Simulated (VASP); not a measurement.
# Ba3SbP (Pm-3m) in VASP: notebook

The runs below take Ba3SbP through single point, with LDA, revPBE, r2SCAN.

All numbers are computed with VASP 6.6.1; they aren't measurements. Logs are shortened: lines on timing, memory, paths and dates and some standing lists are left out, and cuts for length are marked.

## (1) The cell of the first run

Symmetry: Pm-3m, No. 221, cubic system. Conventional cell: a = 6.113 Å, b = 6.113 Å, c = 6.113 Å, α = 90.00°, β = 90.00°, γ = 90.00°. Ba (site symmetry 4/mmm) has 2 P at 3.06 Å within 4.0 Å. Sb (site symmetry m-3m) has 12 Ba at 4.32 Å and 8 P at 5.29 Å within 5.7 Å. P (site symmetry m-3m) has 6 Ba at 3.06 Å within 4.0 Å.

## (2) Single point, LDA

Input file INCAR:

```
SYSTEM = Ba3SbP
  PREC = Accurate
  ENCUT = 500
  EDIFF = 1E-6
  ISMEAR = 0
  SIGMA = 0.01
  LREAL = .False.
  LASPH = .True.
  NELM = 120
  ALGO = Normal
  ISIF = 2
  LWAVE = .False.
  LCHARG = .False.
  GGA = CA
  NBANDS = 28
  GGA_COMPAT = .False.
```

Input file KPOINTS:

```
Automatic mesh
0
Gamma
  3 3 3
  0 0 0
```

Input file POSCAR:

```
Ba3SbP
1.0
    6.1131770000      0.0000000000      0.0000000000
    0.0000000000      6.1131770000      0.0000000000
    0.0000000000      0.0000000000      6.1131770000
Ba Sb P
3 1 1
Direct
    0.0000000000      0.5000000000      0.5000000000
    0.5000000000      0.0000000000      0.5000000000
    0.5000000000      0.5000000000      0.0000000000
    0.0000000000      0.0000000000      0.0000000000
    0.5000000000      0.5000000000      0.5000000000
```

Potentials or basis: VASP PAW LDA potentials, release 64 (Ba_sv, Sb, P).

Started as:

```bash
cat potpaw_LDA.64/Ba_sv/POTCAR potpaw_LDA.64/Sb/POTCAR potpaw_LDA.64/P/POTCAR > POTCAR
mpirun -np 1 vasp_std > vasp.out
```

OUTCAR:

```text
SYSTEM = Ba3SbP
   PREC = Accurate
   ENCUT = 500
   EDIFF = 1E-6
   ISMEAR = 0
   LREAL = .False.
   LASPH = .True.
   NELM = 120
   ISIF = 2
   GGA = CA

 ion  position               nearest neighbor table
   1  0.000  0.500  0.500-   5 3.06   5 3.06   2 4.32   3 4.32   2 4.32   2 4.32   3 4.32   3 4.32
                             3 4.32   2 4.32
   2  0.500  0.000  0.500-   5 3.06   5 3.06   1 4.32   3 4.32   1 4.32   3 4.32   3 4.32   3 4.32
                             1 4.32   1 4.32
   3  0.500  0.500  0.000-   5 3.06   5 3.06   1 4.32   1 4.32   2 4.32   2 4.32   2 4.32   2 4.32
                             1 4.32   1 4.32
   4  0.000  0.000  0.000-
   5  0.500  0.500  0.500-   1 3.06   2 3.06   3 3.06   3 3.06   2 3.06   1 3.06

  LATTYP: Found a simple cubic cell.
 ALAT       =     6.1131770000

  Lattice vectors:

 A1 = (   6.1131770000,   0.0000000000,   0.0000000000)
 A2 = (   0.0000000000,   6.1131770000,   0.0000000000)
 A3 = (   0.0000000000,   0.0000000000,   6.1131770000)

Analysis of symmetry for initial positions (statically):
=====================================================================
 Subroutine PRICEL returns:
 Original cell was already a primitive cell.

 Routine SETGRP: Setting up the symmetry group for a
 simple cubic supercell.

 Subroutine GETGRP returns: Found 48 space group operations
 (whereof 48 operations were pure point group operations)
 out of a pool of 48 trial point group operations.

The static configuration has the point symmetry O_h .

Analysis of symmetry for dynamics (positions and initial velocities):
=====================================================================
 Subroutine PRICEL returns:
 Original cell was already a primitive cell.

 Routine SETGRP: Setting up the symmetry group for a
 simple cubic supercell.

 Subroutine GETGRP returns: Found 48 space group operations
 (whereof 48 operations were pure point group operations)
 out of a pool of 48 trial point group operations.

The dynamic configuration has the point symmetry O_h .

 Subroutine INISYM returns: Found 48 space group operations
 (whereof 48 operations are pure point group operations),
 and found     1 'primitive' translations

----------------------------------------------------------------------------------------

                                     Primitive cell

  volume of cell :     228.4551

  direct lattice vectors                    reciprocal lattice vectors
     6.113177000  0.000000000  0.000000000     0.163581064  0.000000000  0.000000000
     0.000000000  6.113177000  0.000000000     0.000000000  0.163581064  0.000000000
     0.000000000  0.000000000  6.113177000     0.000000000  0.000000000  0.163581064

  length of vectors
     6.113177000  6.113177000  6.113177000     0.163581064  0.163581064  0.163581064

  position of ions in fractional coordinates (direct lattice)
     0.000000000  0.500000000  0.500000000
     0.500000000  0.000000000  0.500000000
     0.500000000  0.500000000  0.000000000
     0.000000000  0.000000000  0.000000000
     0.500000000  0.500000000  0.500000000

  ion indices of the primitive-cell ions
   primitive index   ion index
                 1           1
                 2           2
                 3           3
                 4           4
                 5           5

----------------------------------------------------------------------------------------

 KPOINTS: Automatic mesh

Automatic generation of k-mesh.
 Grid dimensions read from file:
 generate k-points for:    3    3    3

 Generating k-lattice:

  Cartesian coordinates                     Fractional coordinates (reciprocal lattice)
     0.054527021  0.000000000  0.000000000     0.333333333  0.000000000  0.000000000
     0.000000000  0.054527021  0.000000000     0.000000000  0.333333333  0.000000000
     0.000000000  0.000000000  0.054527021     0.000000000  0.000000000  0.333333333

  Length of vectors
     0.054527021  0.054527021  0.054527021

  Shift w.r.t. Gamma in fractional coordinates (k-lattice)
     0.000000000  0.000000000  0.000000000

 Subroutine IBZKPT returns following result:
 ===========================================

 Found      4 irreducible k-points:

 Following reciprocal coordinates:
            Coordinates               Weight
  0.000000  0.000000  0.000000      1.000000
  0.333333  0.000000  0.000000      6.000000
  0.333333  0.333333  0.000000     12.000000
  0.333333  0.333333  0.333333      8.000000
   k-points           NKPTS =      4   k-points in BZ     NKDIM =      4   number of bands    NBANDS=     28
   number of dos      NEDOS =    301   number of ions     NIONS =      5
   total plane-waves  NPLWV = 110592
   dimension x,y,z NGX =    48 NGY =   48 NGZ =   48
   dimension x,y,z NGXF=    96 NGYF=   96 NGZF=   96
   ions per type =               3   1   1
   NGX,Y,Z   is equivalent  to a cutoff of  13.05, 13.05, 13.05 a.u.
   NGXF,Y,Z  is equivalent  to a cutoff of  26.11, 26.11, 26.11 a.u.
 SYSTEM =  Ba3SbP
   PREC   = accura    normal or accurate (medium, high low for compatibility)
   ISTART =      0    job   : 0-new  1-cont  2-samecut
   ICHARG =      2    charge: 1-file 2-atom 10-const
   ISPIN  =      1    spin polarized calculation?
   LNONCOLLINEAR =      F non collinear calculations
   LSORBIT =      F    spin-orbit coupling
   LASPH  =      T    aspherical Exc in radial PAW
   ENCUT  =  500.0 eV  36.75 Ry    6.06 a.u.  11.15 11.15 11.15*2*pi/ulx,y,z
   NELM   =    120;   NELMIN=  2; NELMDL= -5     # of ELM steps
   EDIFF  = 0.1E-05   stopping-criterion for ELM
   LREAL  =      F    real-space projection
   EDIFFG = 0.1E-04   stopping-criterion for IOM
   NSW    =      0    number of steps for IOM
   IBRION =     -1    ionic relax: 0-MD 1-quasi-New 2-CG
   NFREE  =      0    steps in history (QN), initial steepest desc. (CG)
   ISIF   =      2    stress and relaxation
   ISYM   =      2    0-nonsym 1-usesym 2-fastsym
   POTIM  = 0.5000    time-step for ionic-motion
   TEBEG  =    0.0;   TEEND  =   0.0 temperature during run
   PSTRESS=    0.0 pullay stress
   NELECT =      40.0000    total number of electrons
   NUPDOWN=      -1.0000    fix difference up-down
   EMIN   =  10.00;   EMAX   =-10.00  energy-range for DOS
   EFERMI =   0.00;   METHOD = LEGACY
   ISMEAR =     0;   SIGMA  =   0.01  broadening in eV -4-tet -1-fermi 0-gaus
   EFERMI_NEDOS =   21; number of points for ismear=-14 and -15
   IALGO  =     38    algorithm
   IMIX   =      4    mixing-type and parameters
     AMIX     =   0.40;   BMIX     =  1.00
     AMIX_MAG =   1.60;   BMIX_MAG =  1.00
  volume/ion in A,a.u.               =      45.69       308.34
  Fermi-wavevector in a.u.,A,eV,Ry     =   0.915857  1.730720 11.412496  0.838795
  Thomas-Fermi vector in A             =   2.040647
   LORBIT       =      0    0 simple, 1 ext, 2 COOP (PROOUT), +10 PAW based schemes
   GGA     = CA    functional components
   LHFCALC =     F    Hartree Fock is set to
   AEXX    =    0.0000 exact exchange contribution
   IVDW    =     0    specifies the selected vdW correction
   LEPSILON=     F    determine dielectric tensor
   LRPA    =     F    only Hartree local field effects (RPA)
 non-spin polarized calculation
 Gauss-broadening in eV      SIGMA  =   0.01
  energy-cutoff  :      500.00
  volume of cell :      228.46
 maximum number of plane-waves:      5824
 NGX is ok and might be reduce to    48
   NGX = 23   NGY = 23   NGZ = 23

 number of electron      39.9999994 magnetization

 Free energy of the ion-electron system (eV)
  ---------------------------------------------------
  ext. energy  EPLUGINS =         0.00000000
  ---------------------------------------------------
  free energy    TOTEN  =       -21.43474189 eV

  energy without entropy =      -21.43474189  energy(sigma->0) =      -21.43474189

 E-fermi :   2.1300     XC(G=0):  -8.1313

 val. band max:        2.0630087472   @ k =   0.0000   0.0000   0.0000
 cond. band min:       2.1823935075   @ k =   0.0000   0.0000   0.0000
 fundamental gap:      0.1193847603
 Fermi energy:         2.1299725562

 k-point     1 :       0.0000    0.0000    0.0000
  band No.  band energies     occupation
      1     -26.1522      2.00000
      2     -26.0838      2.00000
      3     -26.0838      2.00000
      4     -11.6213      2.00000
      5     -11.6213      2.00000
      6     -11.6213      2.00000
[... 20 lines left out ...]
     27       5.1718      0.00000
     28       5.1719      0.00000

 k-point     2 :       0.3333    0.0000    0.0000
  band No.  band energies     occupation
      1     -26.1377      2.00000
      2     -26.0980      2.00000
      3     -26.0837      2.00000
      4     -11.5623      2.00000
      5     -11.5623      2.00000
      6     -11.5613      2.00000
[... 20 lines left out ...]
     27       4.6006      0.00000
     28       5.7431      0.00000

 k-point     3 :       0.3333    0.3333    0.0000
  band No.  band energies     occupation
      1     -26.1256      2.00000
      2     -26.1004      2.00000
      3     -26.0928      2.00000
      4     -11.7386      2.00000
      5     -11.5288      2.00000
      6     -11.4941      2.00000
[... 20 lines left out ...]
     27       4.9425      0.00000
     28       5.0739      0.00000

 k-point     4 :       0.3333    0.3333    0.3333
  band No.  band energies     occupation
      1     -26.1175      2.00000
      2     -26.1003      2.00000
      3     -26.1003      2.00000
      4     -11.9483      2.00000
      5     -11.5382      2.00000
      6     -11.5294      2.00000
[... 20 lines left out ...]
     27       4.7629      0.00000
     28       5.2975      0.00000

------------------------ aborting loop because EDIFF is reached ----------------------------------------

  FORCE on cell =-STRESS in cart. coord.  units (eV):
  Direction    XX          YY          ZZ          XY          YZ          ZX
  --------------------------------------------------------------------------------------
  -------------------------------------------------------------------------------------
  Total       -2.7314231     -2.7314231     -2.7314231     -0.0000000     -0.0000000      0.0000000
  in kB      -19.1557272    -19.1557272    -19.1557272     -0.0000000     -0.0000000      0.0000000
  external PRESSURE =     -19.1557272 kB  Pullay stress =       0.0000000 kB

 VOLUME and BASIS-vectors are now :
 -----------------------------------------------------------------------------
  energy-cutoff  :      500.00
  volume of cell :      228.46
      direct lattice vectors                 reciprocal lattice vectors
     6.113177000  0.000000000  0.000000000     0.163581064  0.000000000  0.000000000
     0.000000000  6.113177000  0.000000000     0.000000000  0.163581064  0.000000000
     0.000000000  0.000000000  6.113177000     0.000000000  0.000000000  0.163581064

 POSITION                                       TOTAL-FORCE (eV/Angst)
 -----------------------------------------------------------------------------------
      0.00000      3.05659      3.05659         0.000000      0.000000      0.000000
      3.05659      0.00000      3.05659         0.000000      0.000000      0.000000
      3.05659      3.05659      0.00000         0.000000      0.000000      0.000000
      0.00000      0.00000      0.00000         0.000000      0.000000      0.000000
      3.05659      3.05659      3.05659         0.000000      0.000000      0.000000
 -----------------------------------------------------------------------------------
    total drift:                                0.000000      0.000000     -0.000000

  FREE ENERGIE OF THE ION-ELECTRON SYSTEM (eV)
  ---------------------------------------------------
  free  energy   TOTEN  =       -21.4347418850 eV

  energy  without entropy=      -21.4347418850  energy(sigma->0) =      -21.43474189
```

It took 21 s on 1 thread of Intel Xeon Platinum 8375C at 2.90GHz (Ice Lake), shared host; peak memory 0.25 GiB.

What came out:

```
Free energy            : -21.4347 eV
Pressure               : -1.9 GPa
Band gap on the k mesh : 0.12 eV
```

Levels at points of the mesh, in eV from the valence-band top:
| k point | band 17 | band 18 | band 19 | band 20 | band 21 | band 22 | band 23 | band 24 |
| --- | --- | --- | --- | --- | --- | --- | --- | --- |
| (0.00, 0.00, 0.00) | -0.56 | 0.00 | 0.00 | 0.00 | 0.12 | 0.38 | 0.38 | 0.47 |

Caveat: semilocal functionals underestimate gaps, and a narrow one can read as zero; spin-orbit coupling is left out, which moves the levels of the heavy elements.

(Part 1 of 2 ends here.)
